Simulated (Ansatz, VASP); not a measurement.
## Two plane-wave programs on Ir

```
Ir
1.0
     0.00000    2.96202    2.96202
     2.96202    0.00000    2.96202
     2.96202    2.96202    0.00000
Ir
3
Direct
  0.25000 0.25000 0.25000
  0.50000 0.50000 0.50000
  0.75000 0.75000 0.75000
```

Alike in both runs: task relaxation of cell and atoms; functional PBE; k mesh 14 × 14 × 14; occupations gaussian, width 0.1 eV; no spin polarisation.

|  | VASP | Ansatz |
| --- | --- | --- |
| version | VASP 6.6.1 | Ansatz 0.2.0 |
| potentials or method | VASP PAW PBE potentials, release 64 (Ir), cutoff 600 eV | scalar-relativistic, plane waves, PAW |
| valence electrons in the cell | 27 | 51 |

|  | VASP | Ansatz | Ansatz less VASP |
| --- | --- | --- | --- |
| gap on the k mesh at the Fermi level, each at its own relaxed structure (eV) | none | none | - |
| relaxed volume (Å³/atom) | 17.36 | 17.34 | -0.022 |
| relaxed cell length with the largest relative difference (Å) | 4.192 | 4.190 | -0.0018 |

A gap of «none» marks a metal or a gap that the smearing closes. VASP's potentials hold 27 valence electrons a cell and Ansatz's 51, so a difference there can come from the potentials and not from the codes.

Spin-orbit coupling is off throughout.
